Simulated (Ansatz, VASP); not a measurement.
**ZnO in VASP and in Ansatz**

```
Zn O
1.0
     3.29216    0.00000    0.00000
    -1.64608    2.85109    0.00000
     0.00000    0.00000    5.27228
Zn O
2 2
Direct
  0.33333 0.66667 0.00000
  0.66667 0.33333 0.50000
  0.33333 0.66667 0.38210
  0.66667 0.33333 0.88210
```

Change from the starting cell: volume scaled by 1.04, crystal datasets.

Alike in both runs: task electric field gradients; functional LDA; k mesh 8 × 8 × 5; occupations fermi-dirac, width 0.01 eV; no spin polarisation.

|  | VASP | Ansatz |
| --- | --- | --- |
| version | VASP 6.6.1 | Ansatz 0.2.0 |
| potentials or method | VASP PAW LDA potentials, release 64 (Zn, O), cutoff 520 eV | all-electron PAW with datasets made for the crystal, scalar-relativistic |

```tsv
	VASP	Ansatz	Ansatz less VASP
gap on the k mesh at the Fermi level (eV)	0.68	0.68	+0.004
pressure (GPa)	-10.8	-11.7	-0.87
traceless stress, the component that is largest in VASP (GPa)	0.50	0.50	+0.002
rms of the force components (eV/Å)	0.023	0.023	-0.0002
size of Vzz on the site where it differs most (V/Å²)	7.4	6.8	-0.55
```

LDA's correlation is that of Perdew and Zunger in VASP and of Perdew and Wang (1992) in Ansatz. Atom by atom the forces differ by 0.000 eV/Å (rms over components). Ansatz ran all-electron here, and VASP with PAW potentials.
